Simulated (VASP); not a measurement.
# Sb2P (Fd-3m) in VASP: a series of runs, part 2 of 2

VASP 6.6.1. The steps go on from the part before.

**3. Single point, r2SCAN**

This run uses another cell than the first one, of 25.95 Å³/atom.

Contents of POSCAR:

```
Sb2P
1.0
    0.0000000000      4.2701364276      4.2701364276
    4.2701364276      0.0000000000      4.2701364276
    4.2701364276      4.2701364276      0.0000000000
Sb P
4 2
Direct
    0.6250000000      0.6250000000      0.6250000000
    0.1250000000      0.6250000000      0.6250000000
    0.6250000000      0.6250000000      0.1250000000
    0.6250000000      0.1250000000      0.6250000000
    0.0000000000      0.0000000000      0.0000000000
    0.2500000000      0.2500000000      0.2500000000
```

Contents of INCAR.step1:

```
SYSTEM = Sb2P
PREC = Accurate ; ENCUT = 520
ISMEAR = 0 ; SIGMA = 0.1
LREAL = .FALSE. ; LASPH = .TRUE.
NELM = 100 ; NBANDS = 24
GGA = PE ; ALGO = Normal
EDIFF = 1E-4 ; LWAVE = .TRUE.
LCHARG = .FALSE.
```

Contents of INCAR.step2:

```
SYSTEM = Sb2P
PREC = Accurate ; ENCUT = 520
EDIFF = 1E-7 ; ISMEAR = 0
SIGMA = 0.1 ; LREAL = .FALSE.
LASPH = .TRUE. ; NELM = 100
ALGO = Normal ; ISIF = 2
LWAVE = .FALSE. ; LCHARG = .FALSE.
METAGGA = R2SCAN ; LMIXTAU = .TRUE.
NBANDS = 24 ; ISTART = 1
```

Contents of KPOINTS:

```
regular mesh
0
G
  8 8 8
  0 0 0
```

Potentials or basis: VASP PAW PBE potentials, release 64 (Sb, P).

Started as:

```
$ cat potpaw_PBE.64/Sb/POTCAR potpaw_PBE.64/P/POTCAR > POTCAR
$ cp INCAR.step1 INCAR
$ mpirun -np 1 vasp_std > vasp.out
$ cp INCAR.step2 INCAR
$ mpirun -np 1 vasp_std > vasp.out
```

OUTCAR:

```text
SYSTEM = Sb2P
   PREC = Accurate
   ENCUT = 520
   EDIFF = 1E-7
   ISMEAR = 0
   LREAL = .FALSE.
   LASPH = .TRUE.
   NELM = 100
   ISIF = 2
   METAGGA = R2SCAN
   ISTART = 1

 ion  position               nearest neighbor table
   1  0.625  0.625  0.625-   2 3.02   3 3.02   4 3.02   3 3.02   4 3.02   2 3.02
   2  0.125  0.625  0.625-   1 3.02   3 3.02   4 3.02   1 3.02   3 3.02   4 3.02
   3  0.625  0.625  0.125-   1 3.02   1 3.02   2 3.02   4 3.02   4 3.02   2 3.02
   4  0.625  0.125  0.625-   1 3.02   3 3.02   1 3.02   2 3.02   3 3.02   2 3.02
   5  0.000  0.000  0.000-
   6  0.250  0.250  0.250-

  LATTYP: Found a face centered cubic cell.
 ALAT       =     8.5402728552

  Lattice vectors:

 A1 = (   0.0000000000,   4.2701364276,   4.2701364276)
 A2 = (   4.2701364276,   0.0000000000,   4.2701364276)
 A3 = (   4.2701364276,   4.2701364276,   0.0000000000)

Analysis of symmetry for initial positions (statically):
=====================================================================
 Subroutine PRICEL returns:
[... 185 lines left out ...]
 cond. band min:       6.8325239631   @ k =  -0.1250   0.1250   0.0000
 fundamental gap:      0.0061271658
 Fermi energy:         6.8267360827

 k-point     1 :       0.0000    0.0000    0.0000
  band No.  band energies     occupation
      1      -6.8797      2.00000
      2      -2.5392      2.00000
      3      -2.2435      2.00000
      4      -1.1633      2.00000
      5      -1.1633      2.00000
      6      -1.1633      2.00000
[... 637 lines left out ...]
     23      11.0757      0.00000
     24      11.5379      0.00000

 [... further k-points ...]

------------------------ aborting loop because EDIFF is reached ----------------------------------------

  FORCE on cell =-STRESS in cart. coord.  units (eV):
  Direction    XX          YY          ZZ          XY          YZ          ZX
  --------------------------------------------------------------------------------------
  -------------------------------------------------------------------------------------
  Total        0.0005167      0.0005167      0.0005167      0.0000000     -0.0000000      0.0000000
  in kB        0.0053163      0.0053163      0.0053163      0.0000000     -0.0000000      0.0000000
  external PRESSURE =       0.0053163 kB  Pullay stress =       0.0000000 kB

 VOLUME and BASIS-vectors are now :
 -----------------------------------------------------------------------------
  energy-cutoff  :      520.00
  volume of cell :      155.72
      direct lattice vectors                 reciprocal lattice vectors
     0.000000000  4.270136428  4.270136428    -0.117092278  0.117092278  0.117092278
     4.270136428  0.000000000  4.270136428     0.117092278 -0.117092278  0.117092278
     4.270136428  4.270136428  0.000000000     0.117092278  0.117092278 -0.117092278

 POSITION                                       TOTAL-FORCE (eV/Angst)
 -----------------------------------------------------------------------------------
      5.33767      5.33767      5.33767         0.000000     -0.000000     -0.000000
      5.33767      3.20260      3.20260         0.000000     -0.000000     -0.000000
      3.20260      3.20260      5.33767         0.000000     -0.000000     -0.000000
      3.20260      5.33767      3.20260         0.000000     -0.000000     -0.000000
      0.00000      0.00000      0.00000         0.000000     -0.000000     -0.000000
      2.13507      2.13507      2.13507        -0.000000      0.000000      0.000000
 -----------------------------------------------------------------------------------
    total drift:                                0.000000     -0.000000     -0.000000

  FREE ENERGIE OF THE ION-ELECTRON SYSTEM (eV)
  ---------------------------------------------------
  free  energy   TOTEN  =      -114.1021977733 eV

  energy  without entropy=     -114.0667490436  energy(sigma->0) =     -114.08447341
```

OUTCAR.step1:

```text
SYSTEM = Sb2P
   PREC = Accurate
   ENCUT = 520
   ISMEAR = 0
   LREAL = .FALSE.
   LASPH = .TRUE.
   NELM = 100
[... 886 lines left out ...]
      3.20260      5.33767      3.20260        -0.000000     -0.000000     -0.000000
      0.00000      0.00000      0.00000         0.000000      0.000000      0.000000
      2.13507      2.13507      2.13507         0.000000     -0.000000     -0.000000
 -----------------------------------------------------------------------------------
    total drift:                               -0.000000     -0.000000     -0.000000

  FREE ENERGIE OF THE ION-ELECTRON SYSTEM (eV)
  ---------------------------------------------------
  free  energy   TOTEN  =       -21.6150490210 eV

  energy  without entropy=      -21.5798649467  energy(sigma->0) =      -21.59745698
```

OSZICAR.step1:

```text
N       E                     dE             d eps       ncg     rms          rms(c)
DAV:   1     0.127972958502E+03    0.12797E+03   -0.10322E+04  1392   0.100E+03
DAV:   2    -0.119660629284E+02   -0.13994E+03   -0.13375E+03  1680   0.163E+02
DAV:   3    -0.216955688517E+02   -0.97295E+01   -0.93494E+01  1832   0.452E+01
DAV:   4    -0.218504451676E+02   -0.15488E+00   -0.15437E+00  1616   0.647E+00
DAV:   5    -0.218525738789E+02   -0.21287E-02   -0.21285E-02  1776   0.852E-01    0.494E+00
DAV:   6    -0.216689775479E+02    0.18360E+00   -0.89681E-01  1664   0.373E+00    0.313E+00
DAV:   7    -0.216219916455E+02    0.46986E-01   -0.16576E-01  1592   0.194E+00    0.172E+00
DAV:   8    -0.216160761371E+02    0.59155E-02   -0.55016E-02  1528   0.101E+00    0.250E-01
DAV:   9    -0.216148478884E+02    0.12282E-02   -0.32531E-03  1768   0.266E-01    0.167E-01
DAV:  10    -0.216150508000E+02   -0.20291E-03   -0.81524E-04  1568   0.132E-01    0.471E-02
DAV:  11    -0.216150490210E+02    0.17790E-05   -0.28126E-05   864   0.252E-02
   1 F= -.21615049E+02 E0= -.21597457E+02  d E =-.351841E-01
```

Wall time 11 min (1 thread of Intel Xeon 8259CL, shared host); peak memory 0.41 GiB.

What came out:

* Free energy: -114.1022 eV
* Pressure: 0.0 GPa
* Band gap on the k mesh: zero (bands 15 and 16 overlap by 0.64 eV)

Levels at points of the mesh, in eV from the Fermi level:
```
           k point  band 13  band 14  band 15  band 16  band 17  band 18
(0.00, 0.00, 0.00)    -1.96    -1.96    -1.96     1.15     1.15     1.15
(0.50, 0.00, 0.00)    -1.15    -1.15    -0.04     0.28     0.77     1.14
(0.50, 0.50, 0.00)    -0.65    -0.65    -0.30    -0.30     0.27     0.27
```

Caveat: the PAW data sets were made with another functional, which shifts forces and pressure a little; spin-orbit coupling is left out, which moves the levels of the heavy elements.

The gap in the log of VASP goes by the Fermi energy; the results here count the filled bands.